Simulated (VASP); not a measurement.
GaP, 2 atoms in the cell. Symmetry: F-43m, No. 216, cubic system. The conventional cell has a = 5.452 Å, b = 5.452 Å, c = 5.452 Å, α = 90.00°, β = 90.00°, γ = 90.00°. Within 3.1 Å of Ga (site symmetry -43m) lie 4 P at 2.36 Å. Within 3.1 Å of P (site symmetry -43m) lie 4 Ga at 2.36 Å. 

- Program: VASP 6.6.1
- Task: relaxation of cell and atoms
- Functional: PBE
- Potentials or basis: VASP PAW PBE potentials, release 64 (Ga_d, P)
- Cutoff: 600 eV
- k mesh: 8 × 8 × 8
- Occupations: gaussian, width 0.02 eV
- Spin: no spin polarisation
- Dipole correction: no
- Further INCAR settings: ALGO = Normal; EDIFF = 1e-06; IBRION = 2; EDIFFG = -0.005; NSW = 100; ISIF = 3

Potentials or basis: VASP PAW PBE potentials, release 64 (Ga_d, P).

The run is started by

```bash
$ cat potpaw_PBE.64/Ga_d/POTCAR potpaw_PBE.64/P/POTCAR > POTCAR
$ mpirun -np 1 vasp_std > vasp.out
```

Hardware: 1 thread of Intel(R) Xeon(R) Platinum 8488C (Sapphire Rapids) (shared host).

Problem. How long does it take, and how much memory?

Solution. Run time: 45 s on 1 thread of Intel(R) Xeon(R) Platinum 8488C (Sapphire Rapids) (shared host), peak memory 0.19 GiB. Counts: scf iterations 41, k points 29, ion steps 6.
